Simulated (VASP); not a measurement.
Crystal: Si.

```
Si
1.0
     0.00000    2.68506    2.68506
     2.68506    0.00000    2.68506
     2.68506    2.68506    0.00000
Si
2
Direct
  0.50000 0.50000 0.50000
  0.75000 0.75000 0.75000
```

Program: VASP 6.6.1. Alike in all runs: task single point; potentials or basis VASP PAW PBE potentials, release 64 (Si); no spin polarisation; cell as given; cutoff (eV) 520; smearing fermi-dirac 0.05 eV.

Q: Order these runs on this cell by their band gap on the k mesh, lowest first.
A. level PBEsol-based global hybrid; k mesh 4 × 4 × 4; grid for exact exchange (PRECFOCK) Normal; share of exact exchange 0.25
B. level RPBE; k mesh 8 × 8 × 8
C. level BLYP+D4; k mesh 8 × 8 × 8
D. level PBEsol; k mesh 8 × 8 × 8
E. level r2SCAN50; k mesh 4 × 4 × 4; grid for exact exchange (PRECFOCK) Normal

A: D (0.45 eV), B (0.61 eV), C (0.79 eV), A (1.90 eV), E (3.39 eV).

Caveats: some runs use coarse meshes.

A k mesh can miss the band edges.
